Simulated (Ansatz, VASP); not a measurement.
**Tc: VASP beside Ansatz**

INCAR

```
SYSTEM = Tc
PREC = Accurate
ENCUT = 520
EDIFF = 1E-6
ISMEAR = -1
SIGMA = 0.05
LREAL = .FALSE.
LASPH = .TRUE.
NELM = 100
ALGO = Fast
ISIF = 2
LWAVE = .FALSE.
LCHARG = .FALSE.
GGA = B5
ALDAX = 1.0
AGGAX = 1.0
AGGAC = 1.0
ALDAC = 0.0
NBANDS = 20
```

KPOINTS

```
Automatic mesh
0
G
  6 6 4
  0 0 0
```

The input POSCAR:

```
Tc
1.0
    2.7400000000      0.0000000000      0.0000000000
   -1.3700000000      2.3729096064      0.0000000000
    0.0000000000      0.0000000000      4.3980000000
Tc
2
Direct
    0.6666666667      0.3333333333      0.7500000000
    0.3333333333      0.6666666667      0.2500000000
```

File input.yaml:

```yaml
crystal:
  lattice:
    - [2.74, 0.0, 0.0]
    - [-1.37, 2.3729096064, 0.0]
    - [0.0, 0.0, 4.398]
  atoms:
    - { symbol: Tc, position: [0.6666666667, 0.3333333333, 0.75] }
    - { symbol: Tc, position: [0.3333333333, 0.6666666667, 0.25] }
hamiltonian:
  xc: blyp
  pseudopotentials: { kind: paw }
kpoints:
  mp_grid: { grid: [6, 6, 4] }
  band_path:
    path:
      - [[0.0, 0.0, 0.0], [0.5, 0.0, 0.0], [0.3333333333, 0.3333333333, 0.0], [0.0, 0.0, 0.0], [0.0, 0.0, 0.5], [0.5, 0.0, 0.5], [0.3333333333, 0.3333333333, 0.5], [0.0, 0.0, 0.5]]
      - [[0.5, 0.0, 0.5], [0.5, 0.0, 0.0]]
      - [[0.3333333333, 0.3333333333, 0.0], [0.3333333333, 0.3333333333, 0.5]]
    npoints: 14
scf:
  occupations: { method: fermi_dirac, width: 0.05 }
  n_extra_bands: 6
output:
  forces: true
  stress: true
  eigenvalues: true
  fatbands: false
  write_density: true
  write_potential: true
  elf: true
  volumetric_format: npy
```

Alike in both runs: functional BLYP; k mesh 6 × 6 × 4; occupations fermi-dirac, width 0.05 eV; no spin polarisation.

```csv
,VASP,Ansatz
version,VASP 6.6.1,Ansatz 0.2.0
potentials or method,"VASP PAW PBE potentials, release 64 (Tc_pv)",Ansatz PAW earlier set
plane-wave cutoff (eV),520,500
valence electrons in the cell,26,30
task,single point,band structure
```

|  | VASP | Ansatz | Ansatz less VASP |
| --- | --- | --- | --- |
| gap on the k mesh at the Fermi level (eV) | none | none | - |
| pressure (GPa) | 16.2 | 16.1 | -0.05 |
| traceless stress, the component that is largest in VASP (GPa) | -1.59 | -1.58 | +0.012 |

VASP's potentials were made for PBE, not for BLYP. A gap of «none» marks a metal or a gap that the smearing closes. VASP's potentials hold 26 valence electrons a cell and Ansatz's 30, so a difference there can come from the potentials and not from the codes.

The k mesh is coarse, so the values compare programs but aren't converged.
